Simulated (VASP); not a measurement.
# Te2Mo (P6_3/mmc) in VASP: notebook, part 2 of 2

VASP 6.6.1. The steps go on from the part before.

## (3) Single point, PBE (strain -0.050 along x and y, +0.050 along z)

INCAR reads:

```
ALGO = Normal
EDIFF = 1E-6
ENCUT = 520
GGA = PE
ISIF = 2
ISMEAR = 0
LASPH = T
LCHARG = T
LELF = T
LREAL = F
LVHAR = T
LWAVE = F
NBANDS = 35
NELM = 80
PREC = Accurate
SIGMA = 0.05
```

KPOINTS reads:

```
k-points
0
Gamma
  12 12 2
```

POSCAR reads:

```
Te2Mo
1.0
    3.3792131114      0.0000000000      0.0000000000
   -1.6896065557      2.9264843993      0.0000000000
    0.0000000000      0.0000000000     15.9649545909
Te Mo
4 2
Direct
    0.3333333333      0.6666666667      0.6310943552
    0.6666666667      0.3333333333      0.1310943552
    0.3333333333      0.6666666667      0.8689056448
    0.6666666667      0.3333333333      0.3689056448
    0.3333333333      0.6666666667      0.2500000000
    0.6666666667      0.3333333333      0.7500000000
```

Potentials or basis: VASP PAW PBE potentials, release 64 (Te, Mo_sv).

Command:

```console
$ cat potpaw_PBE.64/Te/POTCAR potpaw_PBE.64/Mo_sv/POTCAR > POTCAR
$ mpirun -np 1 vasp_std > vasp.out
```

OUTCAR:

```text
EDIFF = 1E-6
   ENCUT = 520
   GGA = PE
   ISIF = 2
   ISMEAR = 0
   LASPH = T
   LREAL = F
   NELM = 80
   PREC = Accurate

 ion  position               nearest neighbor table
   1  0.333  0.667  0.631-   6 2.72   6 2.72   6 2.72
   2  0.667  0.333  0.131-   5 2.72   5 2.72   5 2.72
   3  0.333  0.667  0.869-   6 2.72   6 2.72   6 2.72
   4  0.667  0.333  0.369-   5 2.72   5 2.72   5 2.72
   5  0.333  0.667  0.250-   2 2.72   4 2.72   2 2.72   4 2.72   2 2.72   4 2.72
   6  0.667  0.333  0.750-   1 2.72   3 2.72   1 2.72   3 2.72   1 2.72   3 2.72

  LATTYP: Found a hexagonal cell.
 ALAT       =     3.3792131114
 C/A-ratio  =     4.7244592349

  Lattice vectors:

 A1 = (   3.3792131114,   0.0000000000,   0.0000000000)
 A2 = (  -1.6896065557,   2.9264843993,   0.0000000000)
 A3 = (   0.0000000000,   0.0000000000,  15.9649545909)

Analysis of symmetry for initial positions (statically):
=====================================================================
 Subroutine PRICEL returns:
 Original cell was already a primitive cell.

 Routine SETGRP: Setting up the symmetry group for a
 hexagonal supercell.

 Subroutine GETGRP returns: Found 24 space group operations
 (whereof 12 operations were pure point group operations)
 out of a pool of 24 trial point group operations.

The static configuration has the point symmetry D_3d.
 The point group associated with its full space group is D_6h.

Analysis of symmetry for dynamics (positions and initial velocities):
=====================================================================
 Subroutine PRICEL returns:
 Original cell was already a primitive cell.

 Routine SETGRP: Setting up the symmetry group for a
 hexagonal supercell.

 Subroutine GETGRP returns: Found 24 space group operations
 (whereof 12 operations were pure point group operations)
 out of a pool of 24 trial point group operations.

The dynamic configuration has the point symmetry D_3d.
 The point group associated with its full space group is D_6h.

 Subroutine INISYM returns: Found 24 space group operations
 (whereof 12 operations are pure point group operations),
 and found     1 'primitive' translations

----------------------------------------------------------------------------------------

                                     Primitive cell

  volume of cell :     157.8809

  direct lattice vectors                    reciprocal lattice vectors
     3.379213111  0.000000000  0.000000000     0.295926882  0.170853465  0.000000000
    -1.689606556  2.926484399  0.000000000     0.000000000  0.341706930  0.000000000
     0.000000000  0.000000000 15.964954591     0.000000000  0.000000000  0.062637197

  length of vectors
     3.379213111  3.379213111 15.964954591     0.341706930  0.341706930  0.062637197

  position of ions in fractional coordinates (direct lattice)
     0.333333333  0.666666667  0.631094355
     0.666666667  0.333333333  0.131094355
     0.333333333  0.666666667  0.868905645
     0.666666667  0.333333333  0.368905645
[... 35 lines left out ...]

 Found     38 irreducible k-points:

 Following reciprocal coordinates:
            Coordinates               Weight
  0.000000  0.000000  0.000000      1.000000
  0.083333 -0.000000  0.000000      6.000000
  0.166667 -0.000000  0.000000      6.000000
  0.250000 -0.000000  0.000000      6.000000
  0.333333 -0.000000  0.000000      6.000000
  0.416667  0.000000  0.000000      6.000000
[... 16 lines left out ...]
  0.250000 -0.000000  0.500000      6.000000
  0.333333 -0.000000  0.500000      6.000000
 [... further k-points ...]
   k-points           NKPTS =     38   k-points in BZ     NKDIM =     38   number of bands    NBANDS=     35
   number of dos      NEDOS =    301   number of ions     NIONS =      6
   total plane-waves  NPLWV =  94080
   dimension x,y,z NGX =    28 NGY =   28 NGZ =  120
   dimension x,y,z NGXF=    56 NGYF=   56 NGZF=  240
   ions per type =               4   2
   NGX,Y,Z   is equivalent  to a cutoff of  13.78, 13.78, 12.50 a.u.
   NGXF,Y,Z  is equivalent  to a cutoff of  27.55, 27.55, 24.99 a.u.
 SYSTEM =  unknown system
   PREC   = accura    normal or accurate (medium, high low for compatibility)
   ISTART =      0    job   : 0-new  1-cont  2-samecut
   ICHARG =      2    charge: 1-file 2-atom 10-const
   ISPIN  =      1    spin polarized calculation?
   LNONCOLLINEAR =      F non collinear calculations
   LSORBIT =      F    spin-orbit coupling
   LASPH  =      T    aspherical Exc in radial PAW
   ENCUT  =  520.0 eV  38.22 Ry    6.18 a.u.   6.28  6.28 29.68*2*pi/ulx,y,z
   NELM   =     80;   NELMIN=  2; NELMDL= -5     # of ELM steps
   EDIFF  = 0.1E-05   stopping-criterion for ELM
   LREAL  =      F    real-space projection
   EDIFFG = 0.1E-04   stopping-criterion for IOM
   NSW    =      0    number of steps for IOM
   IBRION =     -1    ionic relax: 0-MD 1-quasi-New 2-CG
   NFREE  =      0    steps in history (QN), initial steepest desc. (CG)
   ISIF   =      2    stress and relaxation
   ISYM   =      2    0-nonsym 1-usesym 2-fastsym
   POTIM  = 0.5000    time-step for ionic-motion
   TEBEG  =    0.0;   TEEND  =   0.0 temperature during run
   PSTRESS=    0.0 pullay stress
   NELECT =      52.0000    total number of electrons
   NUPDOWN=      -1.0000    fix difference up-down
   EMIN   =  10.00;   EMAX   =-10.00  energy-range for DOS
   EFERMI =   0.00;   METHOD = LEGACY
   ISMEAR =     0;   SIGMA  =   0.05  broadening in eV -4-tet -1-fermi 0-gaus
   EFERMI_NEDOS =   21; number of points for ismear=-14 and -15
   IALGO  =     38    algorithm
   IMIX   =      4    mixing-type and parameters
     AMIX     =   0.40;   BMIX     =  1.00
     AMIX_MAG =   1.60;   BMIX_MAG =  1.00
  volume/ion in A,a.u.               =      26.31       177.57
  Fermi-wavevector in a.u.,A,eV,Ry     =   1.130575  2.136477 17.390970  1.278200
  Thomas-Fermi vector in A             =   2.267272
   LORBIT       =      0    0 simple, 1 ext, 2 COOP (PROOUT), +10 PAW based schemes
   GGA     = PE    functional components
   LHFCALC =     F    Hartree Fock is set to
   AEXX    =    0.0000 exact exchange contribution
   IVDW    =     0    specifies the selected vdW correction
   LEPSILON=     F    determine dielectric tensor
   LRPA    =     F    only Hartree local field effects (RPA)
 non-spin polarized calculation
 Gauss-broadening in eV      SIGMA  =   0.05
  energy-cutoff  :      520.00
  volume of cell :      157.88
 maximum number of plane-waves:      4284
 NGX is ok and might be reduce to    28
   NGX = 13   NGY = 13   NGZ = 59

 number of electron      52.0000002 magnetization

 Free energy of the ion-electron system (eV)
  ---------------------------------------------------
  ext. energy  EPLUGINS =         0.00000000
  ---------------------------------------------------
  free energy    TOTEN  =       -35.68588388 eV

  energy without entropy =      -35.68588388  energy(sigma->0) =      -35.68588388

 E-fermi :   7.8590     XC(G=0): -10.0036

 val. band max:        7.6001231736   @ k =   0.5000  -0.0000   0.0000
 cond. band min:       8.2304895627   @ k =   0.2500   0.1667   0.0000
 fundamental gap:      0.6303663891
 Fermi energy:         7.8589967394

 k-point     1 :       0.0000    0.0000    0.0000
  band No.  band energies     occupation
      1     -53.1962      2.00000
      2     -53.1961      2.00000
      3     -27.4411      2.00000
      4     -27.4411      2.00000
      5     -27.1721      2.00000
      6     -27.1721      2.00000
[... 901 lines left out ...]
     34      11.1640      0.00000
     35      13.0810      0.00000

 [... further k-points ...]

------------------------ aborting loop because EDIFF is reached ----------------------------------------

  FORCE on cell =-STRESS in cart. coord.  units (eV):
  Direction    XX          YY          ZZ          XY          YZ          ZX
  --------------------------------------------------------------------------------------
  -------------------------------------------------------------------------------------
  Total        6.9519857      6.9519857     -1.9250569      0.0000000      0.0000000     -0.0000000
  in kB       70.5488551     70.5488551    -19.5355067      0.0000000      0.0000000     -0.0000000
  external PRESSURE =      40.5207345 kB  Pullay stress =       0.0000000 kB

 VOLUME and BASIS-vectors are now :
 -----------------------------------------------------------------------------
  energy-cutoff  :      520.00
  volume of cell :      157.88
      direct lattice vectors                 reciprocal lattice vectors
     3.379213111  0.000000000  0.000000000     0.295926882  0.170853465  0.000000000
    -1.689606556  2.926484399  0.000000000     0.000000000  0.341706930  0.000000000
     0.000000000  0.000000000 15.964954591     0.000000000  0.000000000  0.062637197

 POSITION                                       TOTAL-FORCE (eV/Angst)
 -----------------------------------------------------------------------------------
     -0.00000      1.95099     10.07539        -0.000000     -0.000000      0.245531
      1.68961      0.97549      2.09292        -0.000000      0.000000      0.245531
     -0.00000      1.95099     13.87204        -0.000000     -0.000000     -0.245531
      1.68961      0.97549      5.88956        -0.000000      0.000000     -0.245531
     -0.00000      1.95099      3.99124        -0.000000      0.000000     -0.000000
      1.68961      0.97549     11.97372         0.000000     -0.000000     -0.000000
 -----------------------------------------------------------------------------------
    total drift:                               -0.000000      0.000000     -0.000000

  FREE ENERGIE OF THE ION-ELECTRON SYSTEM (eV)
  ---------------------------------------------------
  free  energy   TOTEN  =       -35.6858838803 eV

  energy  without entropy=      -35.6858838803  energy(sigma->0) =      -35.68588388
```

OSZICAR:

```text
N       E                     dE             d eps       ncg     rms          rms(c)
DAV:   1     0.400896631550E+03    0.40090E+03   -0.26962E+04  3028   0.133E+03
DAV:   2    -0.150517972345E+02   -0.41595E+03   -0.40214E+03  3305   0.317E+02
DAV:   3    -0.364749333250E+02   -0.21423E+02   -0.20892E+02  3292   0.628E+01
DAV:   4    -0.370067249964E+02   -0.53179E+00   -0.52915E+00  3194   0.970E+00
DAV:   5    -0.370236463618E+02   -0.16921E-01   -0.16913E-01  3366   0.172E+00    0.226E+01
DAV:   6    -0.360848275525E+02    0.93882E+00   -0.45253E+00  2932   0.114E+01    0.831E+00
DAV:   7    -0.360975417244E+02   -0.12714E-01   -0.42478E+00  2843   0.866E+00    0.553E+00
DAV:   8    -0.356841227682E+02    0.41342E+00   -0.12066E+00  2854   0.545E+00    0.267E+00
DAV:   9    -0.356939141625E+02   -0.97914E-02   -0.17788E-01  3049   0.181E+00    0.136E+00
DAV:  10    -0.356860191693E+02    0.78950E-02   -0.52253E-02  2839   0.130E+00    0.522E-01
DAV:  11    -0.356859786926E+02    0.40477E-04   -0.28108E-03  2863   0.299E-01    0.197E-01
DAV:  12    -0.356859317682E+02    0.46924E-04   -0.28171E-04  3129   0.681E-02    0.199E-01
DAV:  13    -0.356858956964E+02    0.36072E-04   -0.21517E-04  2753   0.652E-02    0.878E-02
DAV:  14    -0.356858844586E+02    0.11238E-04   -0.45616E-05  2977   0.333E-02    0.338E-02
DAV:  15    -0.356858838803E+02    0.57829E-06   -0.21333E-06  2319   0.677E-03
   1 F= -.35685884E+02 E0= -.35685884E+02  d E =-.671023E-15
```

Run time: 4.4 min. Hardware: 1 thread of Intel Xeon Platinum 8488C (Sapphire Rapids), shared host; peak memory 0.38 GiB.

What came out:

* Free energy: -35.6859 eV
* Pressure: 4.1 GPa
* Largest force: 0.246 eV/Å
* Band gap on the k mesh: 0.63 eV (least direct gap 1.07 eV)

Forces in eV/Å, atoms in the order of the input:
```
Te   0.000  0.000  0.246
Te   0.000  0.000  0.246
Te   0.000  0.000 -0.246
Te   0.000  0.000 -0.246
Mo   0.000  0.000  0.000
Mo   0.000  0.000  0.000
```

Caveat: the cell differs from its parent crystal (strain -0.050 along x and y, +0.050 along z); the stress differs along the axes, from -2 to 7 GPa; semilocal functionals underestimate gaps, and a narrow one can read as zero; spin-orbit coupling is left out, which moves the levels of the heavy elements; this functional lacks dispersion, which binds layers or chains, so the pressure and a relaxed spacing across them are unreliable.

## (4) Single point, PBE (strain +0.000 along x and y, -0.050 along z)

INCAR reads:

```
PREC = Accurate ; ENCUT = 520
EDIFF = 1E-6 ; ISMEAR = 0
SIGMA = 0.05 ; LREAL = F
LASPH = T ; NELM = 100
ALGO = Normal ; ISIF = 2
LWAVE = F ; LCHARG = F
GGA = PE ; NBANDS = 35
```

KPOINTS reads:

```
regular mesh
0
Gamma
  12 12 2
```

POSCAR: that of step 3 with these lines changed.

```diff
@@ -2,5 +2,5 @@
 1.0
-    3.3792131114      0.0000000000      0.0000000000
-   -1.6896065557      2.9264843993      0.0000000000
-    0.0000000000      0.0000000000     15.9649545909
+    3.5570664331      0.0000000000      0.0000000000
+   -1.7785332165      3.0805098940      0.0000000000
+    0.0000000000      0.0000000000     14.4444827251
 Te Mo
```

Potentials or basis: VASP PAW PBE potentials, release 64 (Te, Mo_sv).

Command:

```console
$ cat potpaw_PBE.64/Te/POTCAR potpaw_PBE.64/Mo_sv/POTCAR > POTCAR
$ mpirun -np 1 vasp_std > vasp.out
```

OUTCAR:

```text
PREC = Accurate
   ENCUT = 520
   EDIFF = 1E-6
   ISMEAR = 0
   LREAL = F
   LASPH = T
   NELM = 100
   ISIF = 2
   GGA = PE

 ion  position               nearest neighbor table
   1  0.333  0.667  0.631-   6 2.68   6 2.68   6 2.68   3 3.44
   2  0.667  0.333  0.131-   5 2.68   5 2.68   5 2.68   4 3.44
   3  0.333  0.667  0.869-   6 2.68   6 2.68   6 2.68   1 3.44
   4  0.667  0.333  0.369-   5 2.68   5 2.68   5 2.68   2 3.44
   5  0.333  0.667  0.250-   2 2.68   4 2.68   2 2.68   4 2.68   2 2.68   4 2.68
   6  0.667  0.333  0.750-   1 2.68   3 2.68   1 2.68   3 2.68   1 2.68   3 2.68

  LATTYP: Found a hexagonal cell.
 ALAT       =     3.5570664331
 C/A-ratio  =     4.0607851995

  Lattice vectors:

 A1 = (   3.5570664331,   0.0000000000,   0.0000000000)
 A2 = (  -1.7785332165,   3.0805098940,   0.0000000000)
 A3 = (   0.0000000000,   0.0000000000,  14.4444827251)

Analysis of symmetry for initial positions (statically):
=====================================================================
 Subroutine PRICEL returns:
 Original cell was already a primitive cell.

 Routine SETGRP: Setting up the symmetry group for a
 hexagonal supercell.

[... 181 lines left out ...]
 fundamental gap:      0.6242133680
 Fermi energy:         7.8951196630

 k-point     1 :       0.0000    0.0000    0.0000
  band No.  band energies     occupation
      1     -53.3735      2.00000
      2     -53.3735      2.00000
      3     -27.5282      2.00000
      4     -27.5282      2.00000
      5     -27.4625      2.00000
      6     -27.4625      2.00000
[... 901 lines left out ...]
     34      11.1065      0.00000
     35      12.7977      0.00000

 [... further k-points ...]

------------------------ aborting loop because EDIFF is reached ----------------------------------------

  FORCE on cell =-STRESS in cart. coord.  units (eV):
  Direction    XX          YY          ZZ          XY          YZ          ZX
  --------------------------------------------------------------------------------------
  -------------------------------------------------------------------------------------
  Total        3.6361850      3.6361850      9.6548485      0.0000000      0.0000000      0.0000000
  in kB       36.8078093     36.8078093     97.7326032      0.0000000      0.0000000      0.0000000
  external PRESSURE =      57.1160740 kB  Pullay stress =       0.0000000 kB

 VOLUME and BASIS-vectors are now :
 -----------------------------------------------------------------------------
  energy-cutoff  :      520.00
  volume of cell :      158.28
      direct lattice vectors                 reciprocal lattice vectors
     3.557066433  0.000000000  0.000000000     0.281130538  0.162310792  0.000000000
    -1.778533217  3.080509894  0.000000000     0.000000000  0.324621584  0.000000000
     0.000000000  0.000000000 14.444482725     0.000000000  0.000000000  0.069230586

 POSITION                                       TOTAL-FORCE (eV/Angst)
 -----------------------------------------------------------------------------------
     -0.00000      2.05367      9.11583        -0.000000     -0.000000     -1.353797
      1.77853      1.02684      1.89359        -0.000000      0.000000     -1.353797
     -0.00000      2.05367     12.55089        -0.000000     -0.000000      1.353797
      1.77853      1.02684      5.32865        -0.000000      0.000000      1.353797
     -0.00000      2.05367      3.61112         0.000000     -0.000000     -0.000000
      1.77853      1.02684     10.83336        -0.000000      0.000000     -0.000000
 -----------------------------------------------------------------------------------
    total drift:                               -0.000000      0.000000     -0.000000

  FREE ENERGIE OF THE ION-ELECTRON SYSTEM (eV)
  ---------------------------------------------------
  free  energy   TOTEN  =       -35.8278498399 eV

  energy  without entropy=      -35.8278498399  energy(sigma->0) =      -35.82784984
```

stdout:

```text
POSCAR found type information on POSCAR TeMo
 POSCAR found :  2 types and       6 ions
 scaLAPACK will be used
 LDA part: xc-table for (Slater+PW92), standard interpolation
 POSCAR, INCAR and KPOINTS ok, starting setup
 FFT: planning ... GRIDC
 FFT: planning ... GRID_SOFT
 FFT: planning ... GRID
 WAVECAR not read
 entering main loop
```

Wall time 3.8 min (1 thread of Intel Xeon Platinum 8488C (Sapphire Rapids), shared host); peak memory 0.37 GiB.

Results:

* Free energy: -35.8278 eV
* Pressure: 5.7 GPa
* Largest force: 1.354 eV/Å
* Band gap on the k mesh: 0.62 eV (least direct gap 0.91 eV)

Forces in eV/Å, atoms in the order of the input:
```
Te   0.000  0.000 -1.354
Te   0.000  0.000 -1.354
Te   0.000  0.000  1.354
Te   0.000  0.000  1.354
Mo   0.000  0.000  0.000
Mo   0.000  0.000  0.000
```

Caveat: the cell differs from its parent crystal (strain +0.000 along x and y, -0.050 along z); the stress differs along the axes, from 4 to 10 GPa; semilocal functionals underestimate gaps, and a narrow one can read as zero; spin-orbit coupling is left out, which moves the levels of the heavy elements; this functional lacks dispersion, which binds layers or chains, so the pressure and a relaxed spacing across them are unreliable; forces of over 1 eV/Å act on the atoms, so gaps and moduli don't describe the material at rest.

## (5) Overview

| cell | gap on the mesh (eV) | pressure (GPa) | largest force (eV/Å) |
| --- | --- | --- | --- |
| a = 3.468, b = 3.468, c = 14.825 Å, angles 90.0, 90.0, 120.0°, 6 atoms | 1.07 | 7.7 | 1.18 |
| a = 3.379, b = 3.379, c = 15.965 Å, angles 90.0, 90.0, 120.0°, 6 atoms | 0.63 | 4.1 | 0.25 |
| a = 3.557, b = 3.557, c = 14.444 Å, angles 90.0, 90.0, 120.0°, 6 atoms | 0.62 | 5.7 | 1.35 |

Alike in all rows: task single point; level PBE; potentials or basis VASP PAW PBE potentials, release 64 (Te, Mo_sv); no spin polarisation; k mesh 12 × 12 × 2; cutoff (eV) 520; smearing gaussian 0.05 eV.

Caveats: spin-orbit coupling is left out, which moves the levels of the heavy elements; this functional lacks dispersion, which binds layers or chains, so the pressure and a relaxed spacing across them are unreliable; forces of over 1 eV/Å act on the atoms, so gaps and moduli don't describe the material at rest (at least some runs); semilocal functionals underestimate gaps, and a narrow one can read as zero (at least some runs); the cell stands under pressure (at least some runs); the stress differs along the axes, from -2 to 7 GPa (at least some runs); the stress differs along the axes, from 4 to 10 GPa (at least some runs).

Total energies depend on the potentials used, so only differences within one code and one set of settings carry meaning.
